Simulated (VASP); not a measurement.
Wanted: the native input for a VASP 6.6.1 run.

```yaml
Task: relaxation of cell and atoms
Functional: revPBE
Potentials_or_basis: VASP PAW PBE potentials, release 64 (Sb)
Cutoff: 600 eV
k_mesh: 9 × 9 × 5
Occupations: fermi-dirac, width 0.05 eV
Spin: no spin polarisation
Dipole_correction: no
Further_INCAR_settings: ALGO = Normal; EDIFF = 1e-06; IBRION = 2; EDIFFG = -0.01; NSW = 60; ISIF = 3
```

The structure of Sb lies in POSCAR:

```
Sb
1.0
    3.3545324186      0.0000000000      0.0000000000
   -1.6772662093      2.9051102923      0.0000000000
    0.0000000000      0.0000000000      5.4701606500
Sb
2
Direct
    0.6666666667      0.3333333333      0.7500000000
    0.3333333333      0.6666666667      0.2500000000
```

The input as run:

INCAR

```
SYSTEM = Sb
PREC     = Accurate       ! precision mode
ENCUT    = 600            ! plane-wave cutoff, eV
EDIFF    = 1E-6           ! SCF threshold, eV
ISMEAR   = -1             ! smearing method
SIGMA    = 0.05           ! smearing width, eV
LREAL    = .FALSE.        ! projectors in reciprocal space
LASPH    = .TRUE.         ! aspherical terms in the spheres
NELM     = 80             ! most SCF steps
ALGO     = Normal         ! electronic algorithm
ISIF     = 3              ! what is computed and relaxed
LWAVE    = .FALSE.        ! write WAVECAR
LCHARG   = .FALSE.        ! write CHGCAR
GGA      = RE             ! functional
IBRION   = 2              ! ionic algorithm
NSW      = 60             ! ionic steps
EDIFFG   = -0.01          ! ionic threshold
```

KPOINTS

```
regular mesh
0
G
  9 9 5
  0 0 0
```

Potentials or basis: VASP PAW PBE potentials, release 64 (Sb).

Command:

```console
$ cat potpaw_PBE.64/Sb/POTCAR > POTCAR
$ mpirun -np 1 vasp_std > vasp.out
```

Results of the run:

```
Relaxed volume                         : 27.70 Å³/atom
Relaxed cell                           : a = 3.463 Å, b = 3.463 Å, c = 5.334 Å, α = 90.00°, β = 90.00°, γ = 120.00°
Space group after relaxing (to 0.05 Å) : P6_3/mmc (No. 194)
Energy gained by relaxing              : 8.0 meV/atom
Ionic steps                            : 11
Pressure after relaxing                : 0.0 GPa
Band gap on the k mesh                 : zero (band 5 reaches 11.66 eV, above the bottom of band 6 at 5.70 eV)
```

Caveat: the PAW data sets were made with another functional, which shifts forces and pressure a little; spin-orbit coupling is left out, which moves the levels of the heavy elements.

Wall time 95 s on 1 thread of Intel Xeon 6975P-C (shared host), peak memory 0.21 GiB.
